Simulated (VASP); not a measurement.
A run of VASP 6.6.1 is set up as follows.

Contents of INCAR:

```
SYSTEM = SiNi2
  PREC = Accurate
  ENCUT = 520
  EDIFF = 1E-6
  ISMEAR = -1
  SIGMA = 0.05
  LREAL = .FALSE.
  LASPH = .TRUE.
  NELM = 150
  ALGO = Normal
  ISIF = 2
  LWAVE = .FALSE.
  LCHARG = .FALSE.
  ISPIN = 2
  MAGMOM = 1 1 1 1 1 1 1 1 0 0 0 0
  LORBIT = 11
  LMAXMIX = 4
  GGA = RE
  NBANDS = 64
```

KPOINTS

```
regular mesh
0
G
  5 5 3
  0 0 0
```

The input POSCAR:

```
SiNi2
1.0
    4.9900000000      0.0000000000      0.0000000000
    0.0000000000      3.7200000000      0.0000000000
    0.0000000000      0.0000000000      7.0300000000
Ni Si
8 4
Direct
    0.3250000000      0.7500000000      0.9370000000
    0.6750000000      0.2500000000      0.0630000000
    0.1750000000      0.2500000000      0.4370000000
    0.8250000000      0.7500000000      0.5630000000
    0.4580000000      0.7500000000      0.2970000000
    0.5420000000      0.2500000000      0.7030000000
    0.0420000000      0.2500000000      0.7970000000
    0.9580000000      0.7500000000      0.2030000000
    0.7860000000      0.7500000000      0.8860000000
    0.2140000000      0.2500000000      0.1140000000
    0.7140000000      0.2500000000      0.3860000000
    0.2860000000      0.7500000000      0.6140000000
```

Potentials or basis: VASP PAW PBE potentials, release 64 (Ni, Si).

Launch:

```console
$ cat potpaw_PBE.64/Ni/POTCAR potpaw_PBE.64/Si/POTCAR > POTCAR
$ mpirun -np 1 vasp_std > vasp.out
```

**Question.** What does it give for the largest force?

**Answer.** 0.354 eV/Å.

**Question.** Predict the net moment.

**Answer.** 0.00 μB per cell.

**Question.** What does it give for the pressure?

**Answer.** 6.9 GPa.

**Question.** What does it give for the band gap on the k mesh?

**Answer.** Zero (filled and empty bands overlap).

Stress tensor (GPa, compression positive):
```
5.47 0.00 0.00
0.00 7.49 0.00
0.00 0.00 7.65
```

Caveat: the PAW data sets were made with another functional, which shifts forces and pressure a little.
